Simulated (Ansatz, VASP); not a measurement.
**Two plane-wave programs on TiO2**

File INCAR:

```
SYSTEM = TiO2
  ALGO = Normal
  EDIFF = 1E-6
  ENCUT = 520
  GGA = PE
  ISIF = 2
  ISMEAR = 0
  LASPH = .TRUE.
  LCHARG = .FALSE.
  LREAL = .FALSE.
  LWAVE = .FALSE.
  NBANDS = 33
  NELM = 80
  PREC = Accurate
  SIGMA = 0.01
```

Contents of KPOINTS:

```
k-points
0
G
  8 8 8
  0 0 0
```

Contents of POSCAR:

```
TiO2
1.0
   -1.8921000000      1.8921000000      4.7573000000
    1.8921000000     -1.8921000000      4.7573000000
    1.8921000000      1.8921000000     -4.7573000000
Ti O
2 4
Direct
    0.0000000000      0.0000000000      0.0000000000
    0.7500000000      0.2500000000      0.5000000000
    0.2081000000      0.2081000000      0.0000000000
    0.9581000000      0.4581000000      0.5000000000
    0.5419000000      0.0419000000      0.5000000000
    0.7919000000      0.7919000000      0.0000000000
```

Input for Ansatz:

```yaml
crystal:
  lattice:
    - [-1.8921, 1.8921, 4.7573]
    - [1.8921, -1.8921, 4.7573]
    - [1.8921, 1.8921, -4.7573]
  atoms:
    - { symbol: Ti, position: [0.0, 0.0, 0.0] }
    - { symbol: Ti, position: [0.75, 0.25, 0.5] }
    - { symbol: O, position: [0.2081, 0.2081, 0.0] }
    - { symbol: O, position: [0.9581000000000001, 0.45810000000000006, 0.5] }
    - { symbol: O, position: [0.5419, 0.0419, 0.5] }
    - { symbol: O, position: [0.7919, 0.7919, 0.0] }
basis:
  ecutwfc: 500.0
kpoints:
  mp_grid:
    grid: [8, 8, 8]
hamiltonian:
  xc: pbe
scf:
  occupations:
    method: fixed
output:
  stress: true
```

Alike in both runs: task single point; functional PBE; k mesh 8 × 8 × 8; no spin polarisation.

```csv
,VASP,Ansatz
version,VASP 6.6.1,Ansatz 0.2.0
potentials or method,"VASP PAW PBE potentials, release 64 (Ti_sv, O), cutoff 520 eV","plane waves, PAW"
occupations,"gaussian, width 0.01 eV",fixed
valence electrons in the cell,48,48
```

VASP gave:

* pressure (GPa): 5.9
* traceless stress, the component that is largest in VASP (GPa): 0.92

Problem. What did Ansatz give for the same quantities?

Solution. Pressure (GPa): 5.2; traceless stress, the component that is largest in VASP (GPa): 0.86.
